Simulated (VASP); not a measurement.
# TiIn5 (P6/mmm) in VASP: single point with PBE

Aim: the single point of TiIn5 with PBE.

Program: VASP 6.6.1. These are calculated values, not measurements. Logs are shortened: lines on timing, memory, paths and dates and some standing lists are left out, and cuts for length are marked.

### 1 The cell of the first run

The structure is hexagonal, space group P6/mmm (No. 191). Conventional cell: a = 5.953 Å, b = 5.953 Å, c = 4.735 Å, α = 90.00°, β = 90.00°, γ = 120.00°. Within 4.5 Å of Ti (site symmetry 6/mmm) lie 18 In at 3.44 to 3.80 Å. Within 3.9 Å of In (site symmetry mmm) lie 8 In at 2.93 to 2.98 Å and 4 Ti at 3.80 Å. In (site symmetry -6m2) has 9 In at 2.93 to 3.44 Å and 3 Ti at 3.44 Å within 3.9 Å.

### 2 Single point, PBE

INCAR

```
SYSTEM = TiIn5
PREC = Accurate
ENCUT = 520
EDIFF = 1E-7
ISMEAR = 0
SIGMA = 0.1
LREAL = .FALSE.
LASPH = .TRUE.
NELM = 60
ALGO = Normal
ISIF = 2
LWAVE = .FALSE.
LCHARG = .FALSE.
GGA = PE
NBANDS = 48
```

KPOINTS

```
regular mesh
0
G
  3 3 4
  0 0 0
```

POSCAR

```
TiIn5
1.0
    5.9526038300      0.0000000000      0.0000000000
   -2.9763019100      5.1551061300      0.0000000000
    0.0000000000      0.0000000000      4.7349569200
Ti In
1 5
Direct
    0.0000000000      0.0000000000      0.0000000000
    0.0000000000      0.5000000000      0.5000000000
    0.3333333300      0.6666666700      0.0000000000
    0.6666666700      0.3333333300      0.0000000000
    0.5000000000      0.0000000000      0.5000000000
    0.5000000000      0.5000000000      0.5000000000
```

Potentials or basis: VASP PAW PBE potentials, release 64 (Ti_sv, In_d).

Run with:

```bash
> cat potpaw_PBE.64/Ti_sv/POTCAR potpaw_PBE.64/In_d/POTCAR > POTCAR
> mpirun -np 1 vasp_std > vasp.out
```

OUTCAR:

```text
SYSTEM = TiIn5
   PREC = Accurate
   ENCUT = 520
   EDIFF = 1E-7
   ISMEAR = 0
   LREAL = .FALSE.
   LASPH = .TRUE.
   NELM = 60
   ISIF = 2
   GGA = PE

 ion  position               nearest neighbor table
   1  0.000  0.000  0.000-   3 3.44   4 3.44   3 3.44   4 3.44   4 3.44   3 3.44
   2  0.000  0.500  0.500-   3 2.93   4 2.93   3 2.93   4 2.93   5 2.98   5 2.98   6 2.98   6 2.98

   3  0.333  0.667  0.000-   5 2.93   5 2.93   2 2.93   2 2.93   6 2.93   6 2.93   4 3.44   1 3.44
                             4 3.44   1 3.44   1 3.44   4 3.44
   4  0.667  0.333  0.000-   5 2.93   5 2.93   2 2.93   2 2.93   6 2.93   6 2.93   3 3.44   1 3.44
                             3 3.44   1 3.44   1 3.44   3 3.44
   5  0.500  0.000  0.500-   3 2.93   4 2.93   3 2.93   4 2.93   6 2.98   6 2.98   2 2.98   2 2.98

   6  0.500  0.500  0.500-   3 2.93   4 2.93   3 2.93   4 2.93   5 2.98   5 2.98   2 2.98   2 2.98

  LATTYP: Found a hexagonal cell.
 ALAT       =     5.9526038300
 C/A-ratio  =     0.7954429784

  Lattice vectors:

 A1 = (   5.9526038300,   0.0000000000,   0.0000000000)
 A2 = (  -2.9763019100,   5.1551061300,   0.0000000000)
 A3 = (   0.0000000000,   0.0000000000,   4.7349569200)

Analysis of symmetry for initial positions (statically):
=====================================================================
 Subroutine PRICEL returns:
 Original cell was already a primitive cell.

 Routine SETGRP: Setting up the symmetry group for a
 hexagonal supercell.

 Subroutine GETGRP returns: Found 24 space group operations
 (whereof 24 operations were pure point group operations)
 out of a pool of 24 trial point group operations.

The static configuration has the point symmetry D_6h.

Analysis of symmetry for dynamics (positions and initial velocities):
=====================================================================
 Subroutine PRICEL returns:
 Original cell was already a primitive cell.

 Routine SETGRP: Setting up the symmetry group for a
 hexagonal supercell.

 Subroutine GETGRP returns: Found 24 space group operations
 (whereof 24 operations were pure point group operations)
 out of a pool of 24 trial point group operations.

The dynamic configuration has the point symmetry D_6h.

 Subroutine INISYM returns: Found 24 space group operations
 (whereof 24 operations are pure point group operations),
 and found     1 'primitive' translations

----------------------------------------------------------------------------------------

                                     Primitive cell

  volume of cell :     145.2983

  direct lattice vectors                    reciprocal lattice vectors
     5.952603830  0.000000000  0.000000000     0.167993710  0.096991213  0.000000000
    -2.976301910  5.155106130  0.000000000     0.000000000  0.193982427  0.000000000
     0.000000000  0.000000000  4.734956920     0.000000000  0.000000000  0.211195163

  length of vectors
     5.952603830  5.952603823  4.734956920     0.193982427  0.193982427  0.211195163

  position of ions in fractional coordinates (direct lattice)
     0.000000000  0.000000000  0.000000000
     1.000000000  0.500000000  0.500000000
     0.333333330  0.666666670  0.000000000
     0.666666670  0.333333330  0.000000000
     0.500000000  0.000000000  0.500000000
     0.500000000  0.500000000  0.500000000

  ion indices of the primitive-cell ions
   primitive index   ion index
                 1           1
                 2           2
                 3           3
                 4           4
                 5           5
                 6           6

----------------------------------------------------------------------------------------

 KPOINTS: regular mesh

Automatic generation of k-mesh.
 Grid dimensions read from file:
 generate k-points for:    3    3    4

 Generating k-lattice:

  Cartesian coordinates                     Fractional coordinates (reciprocal lattice)
     0.055997903  0.032330404  0.000000000     0.333333333 -0.000000000  0.000000000
     0.000000000  0.064660809  0.000000000     0.000000000  0.333333333  0.000000000
     0.000000000  0.000000000  0.052798791     0.000000000  0.000000000  0.250000000

  Length of vectors
     0.064660809  0.064660809  0.052798791

  Shift w.r.t. Gamma in fractional coordinates (k-lattice)
     0.000000000  0.000000000  0.000000000

 Subroutine IBZKPT returns following result:
 ===========================================

 Found      9 irreducible k-points:

 Following reciprocal coordinates:
            Coordinates               Weight
  0.000000  0.000000  0.000000      1.000000
  0.333333 -0.000000  0.000000      6.000000
  0.333333  0.333333  0.000000      2.000000
  0.000000  0.000000  0.250000      2.000000
  0.333333 -0.000000  0.250000     12.000000
  0.333333  0.333333  0.250000      4.000000
  0.000000  0.000000  0.500000      1.000000
  0.333333 -0.000000  0.500000      6.000000
  0.333333  0.333333  0.500000      2.000000
   k-points           NKPTS =      9   k-points in BZ     NKDIM =      9   number of bands    NBANDS=     48
   number of dos      NEDOS =    301   number of ions     NIONS =      6
   total plane-waves  NPLWV =  82944
   dimension x,y,z NGX =    48 NGY =   48 NGZ =   36
   dimension x,y,z NGXF=    96 NGYF=   96 NGZF=   72
   ions per type =               1   5
   NGX,Y,Z   is equivalent  to a cutoff of  13.41, 13.41, 12.64 a.u.
   NGXF,Y,Z  is equivalent  to a cutoff of  26.81, 26.81, 25.28 a.u.
 SYSTEM =  TiIn5
   PREC   = accura    normal or accurate (medium, high low for compatibility)
   ISTART =      0    job   : 0-new  1-cont  2-samecut
   ICHARG =      2    charge: 1-file 2-atom 10-const
   ISPIN  =      1    spin polarized calculation?
   LNONCOLLINEAR =      F non collinear calculations
   LSORBIT =      F    spin-orbit coupling
   LASPH  =      T    aspherical Exc in radial PAW
   ENCUT  =  520.0 eV  38.22 Ry    6.18 a.u.  11.07 11.07  8.80*2*pi/ulx,y,z
   NELM   =     60;   NELMIN=  2; NELMDL= -5     # of ELM steps
   EDIFF  = 0.1E-06   stopping-criterion for ELM
   LREAL  =      F    real-space projection
   EDIFFG = 0.1E-05   stopping-criterion for IOM
   NSW    =      0    number of steps for IOM
   IBRION =     -1    ionic relax: 0-MD 1-quasi-New 2-CG
   NFREE  =      0    steps in history (QN), initial steepest desc. (CG)
   ISIF   =      2    stress and relaxation
   ISYM   =      2    0-nonsym 1-usesym 2-fastsym
   POTIM  = 0.5000    time-step for ionic-motion
   TEBEG  =    0.0;   TEEND  =   0.0 temperature during run
   PSTRESS=    0.0 pullay stress
   NELECT =      77.0000    total number of electrons
   NUPDOWN=      -1.0000    fix difference up-down
   EMIN   =  10.00;   EMAX   =-10.00  energy-range for DOS
   EFERMI =   0.00;   METHOD = LEGACY
   ISMEAR =     0;   SIGMA  =   0.10  broadening in eV -4-tet -1-fermi 0-gaus
   EFERMI_NEDOS =   21; number of points for ismear=-14 and -15
   IALGO  =     38    algorithm
   IMIX   =      4    mixing-type and parameters
     AMIX     =   0.40;   BMIX     =  1.00
     AMIX_MAG =   1.60;   BMIX_MAG =  1.00
  volume/ion in A,a.u.               =      24.22       163.42
  Fermi-wavevector in a.u.,A,eV,Ry     =   1.324804  2.503516 23.879651  1.755105
  Thomas-Fermi vector in A             =   2.454311
   LORBIT       =      0    0 simple, 1 ext, 2 COOP (PROOUT), +10 PAW based schemes
   GGA     = PE    functional components
   LHFCALC =     F    Hartree Fock is set to
   AEXX    =    0.0000 exact exchange contribution
   IVDW    =     0    specifies the selected vdW correction
   LEPSILON=     F    determine dielectric tensor
   LRPA    =     F    only Hartree local field effects (RPA)
 non-spin polarized calculation
 Gauss-broadening in eV      SIGMA  =   0.10
  energy-cutoff  :      520.00
  volume of cell :      145.30
 maximum number of plane-waves:      3927
 NGX is ok and might be reduce to    48
   NGX = 23   NGY = 23   NGZ = 17

 number of electron      77.0000021 magnetization

 Free energy of the ion-electron system (eV)
  ---------------------------------------------------
  ext. energy  EPLUGINS =         0.00000000
  ---------------------------------------------------
  free energy    TOTEN  =       -16.83161722 eV

  energy without entropy =      -16.80667845  energy(sigma->0) =      -16.81914783

 E-fermi :   7.9263     XC(G=0): -10.4339

 val. band max:        7.8399694139   @ k =   0.0000   0.0000   0.0000
 cond. band min:       7.9450654804   @ k =   0.3333   0.3333   0.2500
 fundamental gap:      0.1050960665
 Fermi energy:         7.9262904659

 k-point     1 :       0.0000    0.0000    0.0000
  band No.  band energies     occupation
      1     -49.8852      2.00000
      2     -26.2648      2.00000
      3     -26.0691      2.00000
      4     -26.0690      2.00000
      5      -7.5285      2.00000
      6      -7.1924      2.00000
[... 40 lines left out ...]
     47      11.1046      0.00000
     48      12.0894      0.00000

 k-point     2 :       0.3333   -0.0000    0.0000
  band No.  band energies     occupation
      1     -49.8852      2.00000
      2     -26.2648      2.00000
      3     -26.0691      2.00000
      4     -26.0691      2.00000
      5      -7.3764      2.00000
      6      -7.1732      2.00000
[... 40 lines left out ...]
     47      11.2561      0.00000
     48      11.8148      0.00000

 k-point     3 :       0.3333    0.3333    0.0000
  band No.  band energies     occupation
      1     -49.8852      2.00000
      2     -26.2648      2.00000
      3     -26.0691      2.00000
      4     -26.0691      2.00000
      5      -7.1533      2.00000
      6      -7.1533      2.00000
[... 295 lines left out ...]
     47      12.5615      0.00000
     48      13.0339      0.00000

 k-point     9 :       0.3333    0.3333    0.5000
  band No.  band energies     occupation
      1     -49.8852      2.00000
      2     -26.2658      2.00000
      3     -26.0690      2.00000
      4     -26.0690      2.00000
      5      -7.2082      2.00000
      6      -7.2082      2.00000
[... 40 lines left out ...]
     47      13.2899      0.00000
     48      13.4945      0.00000

------------------------ aborting loop because EDIFF is reached ----------------------------------------

  FORCE on cell =-STRESS in cart. coord.  units (eV):
  Direction    XX          YY          ZZ          XY          YZ          ZX
  --------------------------------------------------------------------------------------
  -------------------------------------------------------------------------------------
  Total        3.9442825      3.9442825     12.0799142      0.0000000      0.0000000      0.0000000
  in kB       43.4928606     43.4928605    133.2029402      0.0000000      0.0000000      0.0000000
  external PRESSURE =      73.3962204 kB  Pullay stress =       0.0000000 kB

 VOLUME and BASIS-vectors are now :
 -----------------------------------------------------------------------------
  energy-cutoff  :      520.00
  volume of cell :      145.30
      direct lattice vectors                 reciprocal lattice vectors
     5.952603830  0.000000000  0.000000000     0.167993710  0.096991213  0.000000000
    -2.976301910  5.155106130  0.000000000     0.000000000  0.193982427  0.000000000
     0.000000000  0.000000000  4.734956920     0.000000000  0.000000000  0.211195163

 POSITION                                       TOTAL-FORCE (eV/Angst)
 -----------------------------------------------------------------------------------
      0.00000      0.00000      0.00000        -0.000000      0.000000      0.000000
     -1.48815      2.57755      2.36748        -0.000000      0.000000      0.000000
     -0.00000      3.43674      0.00000         0.000000      0.000000      0.000000
      2.97630      1.71837      0.00000        -0.000000     -0.000000      0.000000
      2.97630      0.00000      2.36748        -0.000000      0.000000      0.000000
      1.48815      2.57755      2.36748        -0.000000      0.000000      0.000000
 -----------------------------------------------------------------------------------
    total drift:                                0.000000      0.000000     -0.000000

  FREE ENERGIE OF THE ION-ELECTRON SYSTEM (eV)
  ---------------------------------------------------
  free  energy   TOTEN  =       -16.8316172169 eV

  energy  without entropy=      -16.8066784489  energy(sigma->0) =      -16.81914783
```

Wall time 85 s (1 thread of AMD EPYC 9R45 (Zen 5), shared host); peak memory 0.25 GiB.

Results:

```
Free energy : -16.8316 eV
Pressure    : 7.3 GPa
```

Stress tensor (GPa, compression positive):
```
 4.35  0.00  0.00
 0.00  4.35  0.00
 0.00  0.00 13.32
```

Caveat: the k points lie up to 0.41 Å⁻¹ apart; spin-orbit coupling is left out, which moves the levels of the heavy elements.
